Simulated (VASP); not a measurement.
Set up this calculation in VASP 6.6.1, as the native input.

* Task: single point
* Functional: PBE
* Dispersion: D3(BJ)
* Potentials or basis: VASP PAW PBE potentials, release 64 (Si)
* Cutoff: 520 eV
* k mesh: 2 × 2 × 2
* Occupations: gaussian, width 0.05 eV
* Spin: no spin polarisation
* Dipole correction: no
* Further INCAR settings: LREAL = Auto; ALGO = Normal; EDIFF = 1e-06; NBANDS = 48

The structure of Si (a cell with a defect) lies in POSCAR:

```
Si
1.0
    0.0000000000      5.4300000000      5.4300000000
    5.4300000000      0.0000000000      5.4300000000
    5.4300000000      5.4300000000      0.0000000000
Si
17
Direct
    0.0015493554      0.0028598527     -0.0071604052
    0.1275932781      0.1282256906      0.1216531308
    0.0013006446      0.0023726519      0.5018518416
    0.1235341621      0.1263802026      0.6242371087
   -0.0012269797      0.5005923573      0.0001229282
    0.1275724678      0.6226708103      0.1215811234
    0.0011666667      0.4950165746      0.5017001842
    0.1275810313      0.6223408840      0.6279537753
    0.4998375691     -0.0011093923      0.0003856354
    0.6210273481      0.1286313996      0.1217266114
    0.4921186004      0.0029436464      0.5021309392
    0.6210022099      0.1283261510      0.6280933702
    0.4998045120      0.5009199816      0.0003374770
    0.6248536832      0.6250210866      0.1250671271
    0.4997121547      0.5007007366      0.4989727440
    0.6209593002      0.6227502762      0.6280392265
    0.8734509208      0.8764555249      0.3742074586
```

The input as run:

INCAR

```
PREC = Accurate ; ENCUT = 520
EDIFF = 1E-6 ; ISMEAR = 0
SIGMA = 0.05 ; LREAL = Auto
LASPH = T ; NELM = 80
ALGO = Normal ; ISIF = 2
LWAVE = F ; LCHARG = F
GGA = PE ; IVDW = 12
NBANDS = 48
```

KPOINTS

```
regular mesh
0
Gamma
  2 2 2
```

Potentials or basis: VASP PAW PBE potentials, release 64 (Si).

Command:

```console
$ cat potpaw_PBE.64/Si/POTCAR > POTCAR
$ mpirun -np 1 vasp_std > vasp.out
```

Results of the run:

```
Pressure                   : 2.4 GPa
Largest force              : 0.031 eV/Å
Band gap on the k mesh     : zero (bands 34 and 35 overlap by 0.25 eV)
Dispersion energy per atom : -0.332 eV
```

Caveat: the k points lie up to 0.50 Å⁻¹ apart.

Wall time 2.3 min on 1 thread of AMD EPYC 9R45 96-Core Processor (Zen 5) (shared host), peak memory 0.43 GiB.
